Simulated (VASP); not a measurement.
# Bi (Fm-3m) in VASP: density of states with PBE

Aim: the density of states of Bi with PBE.

Program: VASP 6.6.1. These are calculated values, not measurements. Logs are shortened: lines on timing, memory, paths and dates and some standing lists are left out, and cuts for length are marked.

## 1. The cell of the first run

It takes space group Fm-3m (No. 225, cubic). Conventional cell: a = 5.035 Å, b = 5.035 Å, c = 5.035 Å, α = 90.00°, β = 90.00°, γ = 90.00°. Bi (site symmetry m-3m) has 12 Bi at 3.56 Å within 4.7 Å.

## 2. Density of states, PBE

The input, POSCAR:

```
Bi
1.0
    0.0000000000      2.5175009127      2.5175009127
    2.5175009127      0.0000000000      2.5175009127
    2.5175009127      2.5175009127      0.0000000000
Bi
1
Direct
    0.0000000000      0.0000000000      0.0000000000
```

The input, INCAR.step1:

```
SYSTEM = Bi
  ALGO = Normal
  EDIFF = 1E-6
  ENCUT = 520
  GGA = PE
  ISIF = 2
  ISMEAR = 0
  LASPH = .TRUE.
  LCHARG = .TRUE.
  LREAL = .FALSE.
  LWAVE = .FALSE.
  NBANDS = 14
  NELM = 60
  PREC = Accurate
  SIGMA = 0.05
```

The input, KPOINTS.step1:

```
k-points
0
G
  14 14 14
  0 0 0
```

The input, INCAR.step2:

```
SYSTEM = Bi
  ALGO = Normal
  EDIFF = 1E-6
  ENCUT = 520
  GGA = PE
  ICHARG = 11
  ISIF = 2
  ISMEAR = -5
  LASPH = .TRUE.
  LCHARG = .FALSE.
  LORBIT = 11
  LREAL = .FALSE.
  LWAVE = .FALSE.
  NEDOS = 1001
  NELM = 60
  PREC = Accurate
  SIGMA = 0.05
```

The input, KPOINTS.step2:

```
k-points
0
G
  21 21 21
  0 0 0
```

Potentials or basis: VASP PAW PBE potentials, release 64 (Bi_d).

On the command line:

```bash
$ cat potpaw_PBE.64/Bi_d/POTCAR > POTCAR
$ cp INCAR.step1 INCAR
$ cp KPOINTS.step1 KPOINTS
$ mpirun -np 1 vasp_std > vasp.out
$ cp INCAR.step2 INCAR
$ cp KPOINTS.step2 KPOINTS
$ mpirun -np 1 vasp_std > vasp.out
```

OUTCAR:

```text
SYSTEM = Bi
   EDIFF = 1E-6
   ENCUT = 520
   GGA = PE
   ICHARG = 11
   ISIF = 2
   ISMEAR = -5
   LASPH = .TRUE.
   LORBIT = 11
   LREAL = .FALSE.
   NELM = 60
   PREC = Accurate

 ion  position               nearest neighbor table
   1  0.000  0.000  0.000-

  LATTYP: Found a face centered cubic cell.
 ALAT       =     5.0350018254

  Lattice vectors:

 A1 = (   0.0000000000,   2.5175009127,   2.5175009127)
 A2 = (   2.5175009127,   0.0000000000,   2.5175009127)
 A3 = (   2.5175009127,   2.5175009127,   0.0000000000)

Analysis of symmetry for initial positions (statically):
=====================================================================
 Subroutine PRICEL returns:
 Original cell was already a primitive cell.

 Routine SETGRP: Setting up the symmetry group for a
 face centered cubic supercell.

 Subroutine GETGRP returns: Found 48 space group operations
 (whereof 48 operations were pure point group operations)
 out of a pool of 48 trial point group operations.

The static configuration has the point symmetry O_h .

Analysis of symmetry for dynamics (positions and initial velocities):
=====================================================================
 Subroutine PRICEL returns:
 Original cell was already a primitive cell.

 Routine SETGRP: Setting up the symmetry group for a
 face centered cubic supercell.

 Subroutine GETGRP returns: Found 48 space group operations
 (whereof 48 operations were pure point group operations)
 out of a pool of 48 trial point group operations.

The dynamic configuration has the point symmetry O_h .

 Subroutine INISYM returns: Found 48 space group operations
 (whereof 48 operations are pure point group operations),
 and found     1 'primitive' translations

----------------------------------------------------------------------------------------

                                     Primitive cell

  volume of cell :      31.9109

  direct lattice vectors                    reciprocal lattice vectors
     0.000000000  2.517500913  2.517500913    -0.198609660  0.198609660  0.198609660
     2.517500913  0.000000000  2.517500913     0.198609660 -0.198609660  0.198609660
     2.517500913  2.517500913  0.000000000     0.198609660  0.198609660 -0.198609660

  length of vectors
     3.560283934  3.560283934  3.560283934     0.344002022  0.344002022  0.344002022

  position of ions in fractional coordinates (direct lattice)
     0.000000000  0.000000000  0.000000000

  ion indices of the primitive-cell ions
   primitive index   ion index
                 1           1

----------------------------------------------------------------------------------------

 KPOINTS: k-points

Automatic generation of k-mesh.
 Grid dimensions read from file:
 generate k-points for:   21   21   21

 Generating k-lattice:

  Cartesian coordinates                     Fractional coordinates (reciprocal lattice)
    -0.009457603  0.009457603  0.009457603     0.047619048  0.000000000  0.000000000
     0.009457603 -0.009457603  0.009457603     0.000000000  0.047619048  0.000000000
     0.009457603  0.009457603 -0.009457603     0.000000000  0.000000000  0.047619048

  Length of vectors
     0.016381049  0.016381049  0.016381049

  Shift w.r.t. Gamma in fractional coordinates (k-lattice)
     0.000000000  0.000000000  0.000000000

 TETIRR: Found   1276 inequivalent tetrahedra from    55566

 Subroutine IBZKPT returns following result:
 ===========================================

 Found    286 irreducible k-points:

 Following reciprocal coordinates:
            Coordinates               Weight
  0.000000  0.000000  0.000000      1.000000
  0.047619  0.000000  0.000000      8.000000
  0.095238  0.000000  0.000000      8.000000
  0.142857  0.000000  0.000000      8.000000
  0.190476  0.000000  0.000000      8.000000
  0.238095  0.000000  0.000000      8.000000
[... 16 lines left out ...]
 -0.428571  0.047619  0.000000     24.000000
 -0.380952  0.047619  0.000000     24.000000
 [... further k-points ...]
   k-points           NKPTS =    286   k-points in BZ     NKDIM =    286   number of bands    NBANDS=     11
   number of dos      NEDOS =   1001   number of ions     NIONS =      1
   total plane-waves  NPLWV =  21952
   dimension x,y,z NGX =    28 NGY =   28 NGZ =   28
   dimension x,y,z NGXF=    56 NGYF=   56 NGZF=   56
   ions per type =               1
   NGX,Y,Z   is equivalent  to a cutoff of  13.07, 13.07, 13.07 a.u.
   NGXF,Y,Z  is equivalent  to a cutoff of  26.15, 26.15, 26.15 a.u.
 SYSTEM =  Bi
   PREC   = accura    normal or accurate (medium, high low for compatibility)
   ISTART =      0    job   : 0-new  1-cont  2-samecut
   ICHARG =     11    charge: 1-file 2-atom 10-const
   ISPIN  =      1    spin polarized calculation?
   LNONCOLLINEAR =      F non collinear calculations
   LSORBIT =      F    spin-orbit coupling
   LASPH  =      T    aspherical Exc in radial PAW
   ENCUT  =  520.0 eV  38.22 Ry    6.18 a.u.   6.62  6.62  6.62*2*pi/ulx,y,z
   NELM   =     60;   NELMIN=  2; NELMDL=  0     # of ELM steps
   EDIFF  = 0.1E-05   stopping-criterion for ELM
   LREAL  =      F    real-space projection
   EDIFFG = 0.1E-04   stopping-criterion for IOM
   NSW    =      0    number of steps for IOM
   IBRION =     -1    ionic relax: 0-MD 1-quasi-New 2-CG
   NFREE  =      0    steps in history (QN), initial steepest desc. (CG)
   ISIF   =      2    stress and relaxation
   ISYM   =      2    0-nonsym 1-usesym 2-fastsym
   POTIM  = 0.5000    time-step for ionic-motion
   TEBEG  =    0.0;   TEEND  =   0.0 temperature during run
   PSTRESS=    0.0 pullay stress
   NELECT =      15.0000    total number of electrons
   NUPDOWN=      -1.0000    fix difference up-down
   EMIN   =  10.00;   EMAX   =-10.00  energy-range for DOS
   EFERMI =   0.00;   METHOD = LEGACY
   ISMEAR =    -5;   SIGMA  =   0.05  broadening in eV -4-tet -1-fermi 0-gaus
   EFERMI_NEDOS =   21; number of points for ismear=-14 and -15
   IALGO  =     38    algorithm
   IMIX   =      4    mixing-type and parameters
     AMIX     =   0.40;   BMIX     =  1.00
     AMIX_MAG =   1.60;   BMIX_MAG =  1.00
  volume/ion in A,a.u.               =      31.91       215.35
  Fermi-wavevector in a.u.,A,eV,Ry     =   1.272894  2.405421 22.044968  1.620259
  Thomas-Fermi vector in A             =   2.405747
   LORBIT       =     11    0 simple, 1 ext, 2 COOP (PROOUT), +10 PAW based schemes
   GGA     = PE    functional components
   LHFCALC =     F    Hartree Fock is set to
   AEXX    =    0.0000 exact exchange contribution
   IVDW    =     0    specifies the selected vdW correction
   LEPSILON=     F    determine dielectric tensor
   LRPA    =     F    only Hartree local field effects (RPA)
 non-spin polarized calculation
 Fermi weights with tetrahedron method with Bloechl corrections
  energy-cutoff  :      520.00
  volume of cell :       31.91
 maximum number of plane-waves:       889

 number of electron      15.0000000 magnetization

 Free energy of the ion-electron system (eV)
  ---------------------------------------------------
  ext. energy  EPLUGINS =         0.00000000
  ---------------------------------------------------
  free energy    TOTEN  =        -3.70349513 eV

  energy without entropy =       -3.70349513  energy(sigma->0) =       -3.70349513

 E-fermi :   7.7324     XC(G=0): -10.1764

 val. band max:        7.7907573487   @ k =  -0.1429   0.1429   0.0000
 cond. band min:       7.6911160767   @ k =  -0.4762   0.4286   0.0952
 fundamental gap:     -0.0996412720
 Fermi energy:         7.7323974198

 k-point     1 :       0.0000    0.0000    0.0000
  band No.  band energies     occupation
      1     -15.3900      2.00000
      2     -15.3900      2.00000
      3     -15.3900      2.00000
      4     -15.3257      2.00000
      5     -15.3257      2.00000
      6      -5.7426      2.00000
      7      12.4714      0.00000
      8      12.4714      0.00000
      9      12.4714      0.00000
     10      16.2490      0.00000
     11      16.7707      0.00000

 k-point     2 :       0.0476    0.0000    0.0000
  band No.  band energies     occupation
      1     -15.3898      2.00000
      2     -15.3884      2.00000
      3     -15.3884      2.00000
      4     -15.3258      2.00000
      5     -15.3258      2.00000
      6      -5.7047      2.00000
      7      11.9630      0.00000
      8      12.4253      0.00000
      9      12.4253      0.00000
     10      16.4309      0.00000
     11      16.6705      0.00000

 k-point     3 :       0.0952    0.0000    0.0000
  band No.  band energies     occupation
      1     -15.3890      2.00000
      2     -15.3839      2.00000
      3     -15.3839      2.00000
      4     -15.3255      2.00000
      5     -15.3255      2.00000
      6      -5.5913      2.00000
      7      10.8404      0.00000
      8      12.2968      0.00000
      9      12.2968      0.00000
     10      16.0276      0.00000
     11      17.3809      0.00000

 k-point     4 :       0.1429    0.0000    0.0000
  band No.  band energies     occupation
      1     -15.3878      2.00000
      2     -15.3783      2.00000
      3     -15.3783      2.00000
      4     -15.3237      2.00000
      5     -15.3237      2.00000
      6      -5.4040      2.00000
      7       9.5297      0.00000
      8      12.1091      0.00000
      9      12.1091      0.00000
     10      15.6544      0.00000
     11      18.2194      0.00000

 k-point     5 :       0.1905    0.0000    0.0000
  band No.  band energies     occupation
      1     -15.3864      2.00000
      2     -15.3739      2.00000
      3     -15.3739      2.00000
      4     -15.3185      2.00000
      5     -15.3185      2.00000
      6      -5.1459      2.00000
      7       8.1961      0.10689
      8      11.8898      0.00000
      9      11.8898      0.00000
     10      15.3622      0.00000
     11      18.8561      0.00000
[... 211 lines left out ...]
 k-point    21 :       0.4762    0.0476    0.0000
  band No.  band energies     occupation
      1     -15.3842      2.00000
      2     -15.3798      2.00000
      3     -15.3793      2.00000
      4     -15.2632      2.00000
      5     -15.2579      2.00000
      6      -3.0692      2.00000
      7       2.7268      2.00000
      8      10.6570      0.00000
      9      10.8161      0.00000
     10      15.1726      0.00000
     11      15.9356      0.00000

 k-point    22 :      -0.4762    0.0476    0.0000
  band No.  band energies     occupation
      1     -15.3837      2.00000
      2     -15.3806      2.00000
      3     -15.3798      2.00000
      4     -15.2596      2.00000
      5     -15.2584      2.00000
      6      -2.9926      2.00000
      7       2.5931      2.00000
      8      10.5586      0.00000
      9      10.8814      0.00000
     10      15.2100      0.00000
     11      15.8628      0.00000

 k-point    23 :      -0.4286    0.0476    0.0000
  band No.  band energies     occupation
      1     -15.3823      2.00000
      2     -15.3802      2.00000
      3     -15.3800      2.00000
      4     -15.2636      2.00000
      5     -15.2605      2.00000
      6      -3.1423      2.00000
      7       2.8574      2.00000
      8      10.5165      0.00000
      9      11.0022      0.00000
     10      15.2150      0.00000
     11      15.9499      0.00000

 k-point    24 :      -0.3810    0.0476    0.0000
  band No.  band energies     occupation
      1     -15.3811      2.00000
      2     -15.3797      2.00000
      3     -15.3783      2.00000
      4     -15.2729      2.00000
      5     -15.2657      2.00000
      6      -3.4618      2.00000
      7       3.4619      2.00000
      8      10.5329      0.00000
      9      11.1728      0.00000
     10      15.2045      0.00000
     11      16.1835      0.00000

 [... further k-points ...]

------------------------ aborting loop because EDIFF is reached ----------------------------------------

  FORCE on cell =-STRESS in cart. coord.  units (eV):
  Direction    XX          YY          ZZ          XY          YZ          ZX
  --------------------------------------------------------------------------------------
  -------------------------------------------------------------------------------------
  Total       -0.0960090     -0.0960090     -0.0960090      0.0000000      0.0000000     -0.0000000
  in kB       -4.8204046     -4.8204046     -4.8204046      0.0000000      0.0000000     -0.0000000
  external PRESSURE =      -4.8204046 kB  Pullay stress =       0.0000000 kB

 VOLUME and BASIS-vectors are now :
 -----------------------------------------------------------------------------
  energy-cutoff  :      520.00
  volume of cell :       31.91
      direct lattice vectors                 reciprocal lattice vectors
     0.000000000  2.517500913  2.517500913    -0.198609660  0.198609660  0.198609660
     2.517500913  0.000000000  2.517500913     0.198609660 -0.198609660  0.198609660
     2.517500913  2.517500913  0.000000000     0.198609660  0.198609660 -0.198609660

 POSITION                                       TOTAL-FORCE (eV/Angst)
 -----------------------------------------------------------------------------------
      0.00000      0.00000      0.00000        -0.000000      0.000000      0.000000
 -----------------------------------------------------------------------------------
    total drift:                               -0.000000     -0.000000     -0.000000

  FREE ENERGIE OF THE ION-ELECTRON SYSTEM (eV)
  ---------------------------------------------------
  free  energy   TOTEN  =        -3.7034951259 eV

  energy  without entropy=       -3.7034951259  energy(sigma->0) =       -3.70349513

 total charge

# of ion       s       p       d       tot
------------------------------------------
    1        1.563   1.231   9.919  12.713
```

Wall time 37 s (1 thread of Intel Xeon 6975P-C (Granite Rapids), shared host); peak memory 0.22 GiB.

What came out:

```
Valence electrons inside the program's atomic spheres : Bi 12.71
```

Caveat: spin-orbit coupling is left out, which moves the levels of the heavy elements; tetrahedron occupations give inexact forces and stress in metals.
